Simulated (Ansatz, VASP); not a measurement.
Two plane-wave programs on BeS

Contents of INCAR:

```
SYSTEM = BeS
  ALGO = Normal
  EDIFF = 1E-7
  ENCUT = 520
  GGA = PS
  ISIF = 2
  ISMEAR = 0
  LASPH = .TRUE.
  LCHARG = .FALSE.
  LREAL = .FALSE.
  LWAVE = .FALSE.
  NBANDS = 11
  NELM = 100
  PREC = Accurate
  SIGMA = 0.05
```

Contents of KPOINTS:

```
k-points
0
G
  10 10 10
  0 0 0
```

Contents of POSCAR:

```
BeS
1.0
    0.0000000000      2.3344282730      2.3721453846
    2.3721453846      0.0000000000      2.3721453846
    2.3721453846      2.3344282730      0.0000000000
Be S
1 1
Direct
    0.0000000000      0.0000000000      0.0000000000
    0.7500000000      0.7500000000      0.7500000000
```

Input for Ansatz:

```yaml
crystal:
  lattice:
    - [0.0, 2.334428273, 2.3721453846]
    - [2.3721453846, 0.0, 2.3721453846]
    - [2.3721453846, 2.334428273, 0.0]
  atoms:
    - { symbol: Be, position: [0.0, 0.0, 0.0] }
    - { symbol: S, position: [0.75, 0.75, 0.75] }
basis:
  ecutwfc: 520.0
kpoints:
  mp_grid: { grid: [10, 10, 10] }
hamiltonian:
  xc: pbesol
scf:
  occupations: { method: gaussian, width: 0.05 }
output:
  forces: true
  stress: true
  eigenvalues: true
  write_density: true
  write_potential: true
  elf: true
  volumetric_format: npy
```

Alike in both runs: task single point; functional PBEsol; k mesh 10 × 10 × 10; occupations gaussian, width 0.05 eV; no spin polarisation.

|  | VASP | Ansatz |
| --- | --- | --- |
| version | VASP 6.6.1 | Ansatz 0.2.0 |
| potentials or method | VASP PAW PBE potentials, release 64 (Be, S), cutoff 520 eV | scalar-relativistic, plane waves, PAW |
| valence electrons in the cell | 8 | 8 |

|  | VASP | Ansatz | Ansatz less VASP |
| --- | --- | --- | --- |
| gap on the k mesh at the Fermi level (eV) | 2.58 | 2.57 | -0.004 |
| least direct gap on the mesh (eV) | 5.49 | 5.46 | -0.030 |
| pressure (GPa) | 8.5 | 8.4 | -0.18 |
| traceless stress, the component that is largest in VASP (GPa) | 1.01 | 1.02 | +0.006 |

VASP's potentials were made for PBE, not for PBEsol.
